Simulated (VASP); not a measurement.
# Al2H3 in VASP: further runs

Al2H3 is run at these levels: PBE; tasks: single point.

Program: VASP 6.6.1. These are calculated values, not measurements. Logs are shortened: lines on timing, memory, paths and dates and some standing lists are left out, and cuts for length are marked.

### 1 The cell of the first run

Symmetry: Cm, No. 8, monoclinic system. The conventional cell has a = 11.993 Å, b = 2.718 Å, c = 6.735 Å, α = 90.00°, β = 104.96°, γ = 90.00°. Within 2.4 Å of Al (site symmetry m) lie 2 H at 1.79 to 1.82 Å. Within 2.4 Å of Al (site symmetry m) lie 2 H at 1.79 to 1.81 Å. Within 2.3 Å of Al (site symmetry m) lie 6 H at 1.70 to 1.82 Å. Al (site symmetry m) has 3 H at 1.77 to 2.13 Å within 2.4 Å. H (site symmetry m) has 2 Al at 1.73 to 1.87 Å within 2.3 Å. H (site symmetry m) has 3 Al at 1.82 to 2.13 Å and 5 H at 2.32 to 2.52 Å within 2.6 Å. H (site symmetry m) has 2 Al at 1.75 Å and 7 H at 2.32 to 2.48 Å within 2.5 Å. Within 2.3 Å of H (site symmetry m) lie 2 Al at 1.70 to 1.79 Å.

### 2 Single point, PBE

Input file INCAR:

```
  ALGO = Normal
  EDIFF = 1E-7
  ENCUT = 520
  GGA = PE
  ISIF = 2
  ISMEAR = 0
  LASPH = True
  LCHARG = False
  LREAL = False
  LWAVE = False
  NBANDS = 20
  NELM = 60
  PREC = Accurate
  SIGMA = 0.1
```

Input file KPOINTS:

```
k-points
0
Gamma
  6 6 4
```

Input file POSCAR:

```
Al2H3
1.0
    5.9966553171     -1.3591172944      0.0000000000
    5.9966553171      1.3591172944      0.0000000000
   -1.7391183371      0.0000000000      6.5064158720
Al H
4 6
Direct
    0.7629769991      0.7629769991      0.3375061170
    0.4534851742      0.4534851742      0.2514080075
    0.6004853075      0.6004853075      0.7288595475
    0.8669963273      0.8669963273      0.8826730684
    0.7214496944      0.7214496944      0.9343462928
    0.0382853974      0.0382853974      0.8454407454
    0.1549397886      0.1549397886      0.6187185385
    0.4817122722      0.4817122722      0.5264013686
    0.6063105426      0.6063105426      0.2631438734
    0.8164658337      0.8164658337      0.6115024408
```

Potentials or basis: VASP PAW PBE potentials, release 64 (Al, H).

Command:

```sh
cat potpaw_PBE.64/Al/POTCAR potpaw_PBE.64/H/POTCAR > POTCAR
mpirun -np 1 vasp_std > vasp.out
```

OUTCAR:

```text
EDIFF = 1E-7
   ENCUT = 520
   GGA = PE
   ISIF = 2
   ISMEAR = 0
   LASPH = True
   LREAL = False
   NELM = 60
   PREC = Accurate

 ion  position               nearest neighbor table
   1  0.763  0.763  0.338-  10 1.79   9 1.82   2 2.84   2 2.84
   2  0.453  0.453  0.251-   8 1.79   9 1.81   4 2.79   4 2.79   1 2.84   1 2.84   3 3.24
   3  0.600  0.600  0.729-   8 1.70   5 1.73   7 1.75   7 1.75   6 1.82   6 1.82   4 3.10   2 3.24

   4  0.867  0.867  0.883-  10 1.77   5 1.87   2 2.79   2 2.79   3 3.10
   5  0.721  0.721  0.934-   3 1.73   4 1.87
   6  0.038  0.038  0.845-   3 1.82   3 1.82
   7  0.155  0.155  0.619-   3 1.75   3 1.75
   8  0.482  0.482  0.526-   3 1.70   2 1.79
   9  0.606  0.606  0.263-   2 1.81   1 1.82
  10  0.816  0.816  0.612-   4 1.77   1 1.79

  LATTYP: Found a base centered monoclinic cell.
 ALAT       =    11.9933106342
 B/A-ratio  =     0.2266458922
 C/A-ratio  =     0.5615491455
 COS(beta)  =    -0.2582273755

  Lattice vectors:

 A1 = (   5.9966553171,  -1.3591172944,   0.0000000000)
 A2 = (   5.9966553171,   1.3591172944,   0.0000000000)
 A3 = (  -1.7391183371,   0.0000000000,   6.5064158720)

Analysis of symmetry for initial positions (statically):
=====================================================================
 Subroutine PRICEL returns:
 Original cell was already a primitive cell.

 Routine SETGRP: Setting up the symmetry group for a
 base centered monoclinic supercell.

 Subroutine GETGRP returns: Found  2 space group operations
 (whereof  2 operations were pure point group operations)
 out of a pool of  4 trial point group operations.

The static configuration has the point symmetry C_1h.

Analysis of symmetry for dynamics (positions and initial velocities):
=====================================================================
 Subroutine PRICEL returns:
 Original cell was already a primitive cell.

 Routine SETGRP: Setting up the symmetry group for a
 base centered monoclinic supercell.

 Subroutine GETGRP returns: Found  2 space group operations
 (whereof  2 operations were pure point group operations)
 out of a pool of  4 trial point group operations.

The dynamic configuration has the point symmetry C_1h.

 Subroutine INISYM returns: Found  2 space group operations
 (whereof  2 operations are pure point group operations),
 and found     1 'primitive' translations

----------------------------------------------------------------------------------------

                                     Primitive cell

  volume of cell :     106.0566

  direct lattice vectors                    reciprocal lattice vectors
     5.996655317 -1.359117294  0.000000000     0.083379813 -0.367885834  0.022286827
     5.996655317  1.359117294  0.000000000     0.083379813  0.367885834  0.022286827
    -1.739118337  0.000000000  6.506415872     0.000000000  0.000000000  0.153694449

  length of vectors
     6.148745792  6.148745792  6.734833338     0.377874163  0.377874163  0.153694449

  position of ions in fractional coordinates (direct lattice)
     0.762976999  0.762976999  0.337506117
     0.453485174  0.453485174  0.251408007
     0.600485308  0.600485308  0.728859548
     0.866996327  0.866996327  0.882673068
     0.721449694  0.721449694  0.934346293
     0.038285397  0.038285397  0.845440745
     0.154939789  0.154939789  0.618718538
     0.481712272  0.481712272  0.526401369
     0.606310543  0.606310543  0.263143873
     0.816465834  0.816465834  0.611502441

  ion indices of the primitive-cell ions
   primitive index   ion index
                 1           1
                 2           2
                 3           3
                 4           4
                 5           5
                 6           6
                 7           7
                 8           8
                 9           9
                10          10

----------------------------------------------------------------------------------------

 KPOINTS: k-points

Automatic generation of k-mesh.
 Grid dimensions read from file:
 generate k-points for:    6    6    4

 Generating k-lattice:

  Cartesian coordinates                     Fractional coordinates (reciprocal lattice)
     0.013896636 -0.061314306  0.003714471     0.166666667  0.000000000 -0.000000000
     0.013896636  0.061314306  0.003714471     0.000000000  0.166666667 -0.000000000
     0.000000000  0.000000000  0.038423612     0.000000000  0.000000000  0.250000000

  Length of vectors
     0.062979027  0.062979027  0.038423612

  Shift w.r.t. Gamma in fractional coordinates (k-lattice)
     0.000000000  0.000000000  0.000000000

 Subroutine IBZKPT returns following result:
 ===========================================

 Found     47 irreducible k-points:

 Following reciprocal coordinates:
            Coordinates               Weight
  0.000000  0.000000  0.000000      1.000000
  0.166667  0.000000 -0.000000      4.000000
  0.333333 -0.000000  0.000000      4.000000
  0.500000  0.000000  0.000000      2.000000
  0.166667  0.166667 -0.000000      2.000000
  0.333333  0.166667  0.000000      4.000000
[... 16 lines left out ...]
 -0.333333  0.166667  0.250000      4.000000
 -0.166667  0.166667  0.250000      4.000000
 [... further k-points ...]
   k-points           NKPTS =     47   k-points in BZ     NKDIM =     47   number of bands    NBANDS=     20
   number of dos      NEDOS =    301   number of ions     NIONS =     10
   total plane-waves  NPLWV = 115200
   dimension x,y,z NGX =    48 NGY =   48 NGZ =   50
   dimension x,y,z NGXF=    96 NGYF=   96 NGZF=  100
   ions per type =               4   6
   NGX,Y,Z   is equivalent  to a cutoff of  12.98, 12.98, 12.34 a.u.
   NGXF,Y,Z  is equivalent  to a cutoff of  25.96, 25.96, 24.68 a.u.
 SYSTEM =  unknown system
   PREC   = accura    normal or accurate (medium, high low for compatibility)
   ISTART =      0    job   : 0-new  1-cont  2-samecut
   ICHARG =      2    charge: 1-file 2-atom 10-const
   ISPIN  =      1    spin polarized calculation?
   LNONCOLLINEAR =      F non collinear calculations
   LSORBIT =      F    spin-orbit coupling
   LASPH  =      T    aspherical Exc in radial PAW
   ENCUT  =  520.0 eV  38.22 Ry    6.18 a.u.  11.43 11.43 12.52*2*pi/ulx,y,z
   NELM   =     60;   NELMIN=  2; NELMDL= -5     # of ELM steps
   EDIFF  = 0.1E-06   stopping-criterion for ELM
   LREAL  =      F    real-space projection
   EDIFFG = 0.1E-05   stopping-criterion for IOM
   NSW    =      0    number of steps for IOM
   IBRION =     -1    ionic relax: 0-MD 1-quasi-New 2-CG
   NFREE  =      0    steps in history (QN), initial steepest desc. (CG)
   ISIF   =      2    stress and relaxation
   ISYM   =      2    0-nonsym 1-usesym 2-fastsym
   POTIM  = 0.5000    time-step for ionic-motion
   TEBEG  =    0.0;   TEEND  =   0.0 temperature during run
   PSTRESS=    0.0 pullay stress
   NELECT =      18.0000    total number of electrons
   NUPDOWN=      -1.0000    fix difference up-down
   EMIN   =  10.00;   EMAX   =-10.00  energy-range for DOS
   EFERMI =   0.00;   METHOD = LEGACY
   ISMEAR =     0;   SIGMA  =   0.10  broadening in eV -4-tet -1-fermi 0-gaus
   EFERMI_NEDOS =   21; number of points for ismear=-14 and -15
   IALGO  =     38    algorithm
   IMIX   =      4    mixing-type and parameters
     AMIX     =   0.40;   BMIX     =  1.00
     AMIX_MAG =   1.60;   BMIX_MAG =  1.00
  volume/ion in A,a.u.               =      10.61        71.57
  Fermi-wavevector in a.u.,A,eV,Ry     =   0.906400  1.712847 11.178006  0.821560
  Thomas-Fermi vector in A             =   2.030083
   LORBIT       =      0    0 simple, 1 ext, 2 COOP (PROOUT), +10 PAW based schemes
   GGA     = PE    functional components
   LHFCALC =     F    Hartree Fock is set to
   AEXX    =    0.0000 exact exchange contribution
   IVDW    =     0    specifies the selected vdW correction
   LEPSILON=     F    determine dielectric tensor
   LRPA    =     F    only Hartree local field effects (RPA)
 non-spin polarized calculation
 Gauss-broadening in eV      SIGMA  =   0.10
  energy-cutoff  :      520.00
  volume of cell :      106.06
 maximum number of plane-waves:      2878
 NGX is ok and might be reduce to    48
   NGX = 23   NGY = 23   NGZ = 25

 number of electron      18.0000001 magnetization

 Free energy of the ion-electron system (eV)
  ---------------------------------------------------
  ext. energy  EPLUGINS =         0.00000000
  ---------------------------------------------------
  free energy    TOTEN  =       -33.64564780 eV

  energy without entropy =      -33.64078544  energy(sigma->0) =      -33.64321662

 E-fermi :   4.8536     XC(G=0):  -9.1338

 val. band max:        4.7273402352   @ k =   0.3333   0.1667   0.0000
 cond. band min:       4.8854139209   @ k =  -0.3333   0.1667   0.2500
 fundamental gap:      0.1580736857
 Fermi energy:         4.8536038016

 k-point     1 :       0.0000    0.0000    0.0000
  band No.  band energies     occupation
      1      -6.5060      2.00000
      2      -3.6742      2.00000
      3      -2.8894      2.00000
      4      -2.3370      2.00000
      5      -1.7797      2.00000
      6      -0.9963      2.00000
[... 12 lines left out ...]
     19      14.2422      0.00000
     20      14.2840      0.00000

 k-point     2 :       0.1667    0.0000   -0.0000
  band No.  band energies     occupation
      1      -5.9663      2.00000
      2      -3.2457      2.00000
      3      -2.5094      2.00000
      4      -1.9315      2.00000
      5      -1.0871      2.00000
      6      -0.7660      2.00000
[... 12 lines left out ...]
     19      11.8504      0.00000
     20      12.1663      0.00000
[... 465 lines left out ...]
      3      -1.0395      2.00000
      4      -0.2831      2.00000
      5       0.6714      2.00000
      6       0.8888      2.00000
[... 12 lines left out ...]
     19      10.4677      0.00000
     20      10.7498      0.00000

 k-point    24 :      -0.1667    0.1667    0.2500
  band No.  band energies     occupation
      1      -4.3691      2.00000
      2      -2.4814      2.00000
      3      -1.0997      2.00000
      4      -0.4097      2.00000
      5      -0.0284      2.00000
      6       0.3996      2.00000
[... 12 lines left out ...]
     19      11.8705      0.00000
     20      11.9986      0.00000

 [... further k-points ...]

------------------------ aborting loop because EDIFF is reached ----------------------------------------

  FORCE on cell =-STRESS in cart. coord.  units (eV):
  Direction    XX          YY          ZZ          XY          YZ          ZX
  --------------------------------------------------------------------------------------
  -------------------------------------------------------------------------------------
  Total       -0.2168328      0.0638684     -0.0269249      0.0000000      0.0000000     -0.0541626
  in kB       -3.2756522      0.9648472     -0.4067496      0.0000000      0.0000000     -0.8182245
  external PRESSURE =      -0.9058515 kB  Pullay stress =       0.0000000 kB

 VOLUME and BASIS-vectors are now :
 -----------------------------------------------------------------------------
  energy-cutoff  :      520.00
  volume of cell :      106.06
      direct lattice vectors                 reciprocal lattice vectors
     5.996655317 -1.359117294  0.000000000     0.083379813 -0.367885834  0.022286827
     5.996655317  1.359117294  0.000000000     0.083379813  0.367885834  0.022286827
    -1.739118337  0.000000000  6.506415872     0.000000000  0.000000000  0.153694449

 POSITION                                       TOTAL-FORCE (eV/Angst)
 -----------------------------------------------------------------------------------
      8.56366      0.00000      2.19596         0.006207      0.000000     -0.000634
      5.00156      0.00000      1.63577        -0.008435      0.000000     -0.003330
      5.93423      0.00000      4.74226        -0.008190      0.000000      0.003475
      8.86308      0.00000      5.74304        -0.006306      0.000000     -0.006124
      7.02763      0.00000      6.07925         0.003557      0.000000     -0.003356
     -1.01115      0.00000      5.50079         0.012601      0.000000     -0.002964
      0.78222      0.00000      4.02564        -0.006089      0.000000      0.000450
      4.86185      0.00000      3.42499         0.004654      0.000000      0.001796
      6.81403      0.00000      1.71212        -0.000285      0.000000      0.003958
      8.72865      0.00000      3.97869         0.002286      0.000000      0.006729
 -----------------------------------------------------------------------------------
    total drift:                                0.000131     -0.000000      0.000122

  FREE ENERGIE OF THE ION-ELECTRON SYSTEM (eV)
  ---------------------------------------------------
  free  energy   TOTEN  =       -33.6456478006 eV

  energy  without entropy=      -33.6407854375  energy(sigma->0) =      -33.64321662
```

Wall time 3.7 min (1 thread of Oxide Virtual Turin-like, shared host); peak memory 0.3 GiB.

Results:

```yaml
Free_energy: -33.6456 eV
Pressure: -0.1 GPa
Largest_force: 0.013 eV/Å
Band_gap_on_the_k_mesh: zero (bands 9 and 10 overlap by 0.63 eV)
```

Forces on the atoms (eV/Å):
```
Al   0.006  0.000 -0.001
Al  -0.008  0.000 -0.003
Al  -0.008  0.000  0.003
Al  -0.006  0.000 -0.006
H    0.004  0.000 -0.003
H    0.013  0.000 -0.003
H   -0.006  0.000  0.000
H    0.005  0.000  0.002
H    0.000  0.000  0.004
H    0.002  0.000  0.007
```

Caveat: the k points lie up to 0.40 Å⁻¹ apart, too coarse for converged energies and pressures of a metal.

(Part 1 of 2 ends here.)

The gap in the log of VASP goes by the Fermi energy; the results here count the filled bands.